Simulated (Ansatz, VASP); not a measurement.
# RbSrBr3 in VASP and in Ansatz

The input INCAR:

```
SYSTEM = RbSrBr3
PREC = Accurate
ENCUT = 520
EDIFF = 1E-6
ISMEAR = -1
SIGMA = 0.02
LREAL = .FALSE.
LASPH = .TRUE.
NELM = 100
ALGO = Normal
ISIF = 2
LWAVE = .FALSE.
LCHARG = .FALSE.
GGA = PE
NBANDS = 28
```

KPOINTS

```
regular mesh
0
G
  4 4 4
  0 0 0
```

POSCAR

```
RbSrBr3
1.0
    5.9460751198      0.0000000000      0.0000000000
    0.0000000000      5.9460751198      0.0000000000
    0.0000000000      0.0000000000      6.0352662465
Rb Sr Br
1 1 3
Direct
    0.0000000000      0.0000000000      0.0000000000
    0.5000000000      0.5000000000      0.5000000000
    0.5000000000      0.5000000000      0.0000000000
    0.5000000000      0.0000000000      0.5000000000
    0.0000000000      0.5000000000      0.5000000000
```

Input for Ansatz:

```yaml
crystal:
  lattice:
    - [5.9460751198, 0.0, 0.0]
    - [0.0, 5.9460751198, 0.0]
    - [0.0, 0.0, 6.0352662465]
  atoms:
    - { symbol: Rb, position: [0.0, 0.0, 0.0] }
    - { symbol: Sr, position: [0.5, 0.5, 0.5] }
    - { symbol: Br, position: [0.5, 0.5, 0.0] }
    - { symbol: Br, position: [0.5, 0.0, 0.5] }
    - { symbol: Br, position: [0.0, 0.5, 0.5] }
kpoints:
  mp_grid: { grid: [4, 4, 4] }
  band_path:
    path: [[0.0, 0.0, 0.0], [0.0, 0.5, 0.0], [0.5, 0.5, 0.0], [0.5, 0.5, 0.5]]
    npoints: 1
hamiltonian:
  xc: pbe
scf:
  occupations: { method: fermi_dirac, width: 0.02 }
  n_extra_bands: 5
output:
  forces: true
  stress: true
  eigenvalues: true
```

Change from the starting cell: uniaxial_z strain +1.5%.

Alike in both runs: task single point; functional PBE; k mesh 4 × 4 × 4; occupations fermi-dirac, width 0.02 eV; no spin polarisation.

```csv
,VASP,Ansatz
version,VASP 6.6.1,Ansatz 0.2.0
potentials or method,"VASP PAW PBE potentials, release 64 (Rb_sv, Sr_sv, Br)","plane waves, PAW"
plane-wave cutoff (eV),520,420
valence electrons in the cell,40,40
```

```tsv
	VASP	Ansatz	Ansatz less VASP
gap on the k mesh at the Fermi level (eV)	3.89	3.88	-0.001
pressure (GPa)	0.3	0.2	-0.06
traceless stress, the component that is largest in VASP (GPa)	-0.35	-0.35	+0.006
```
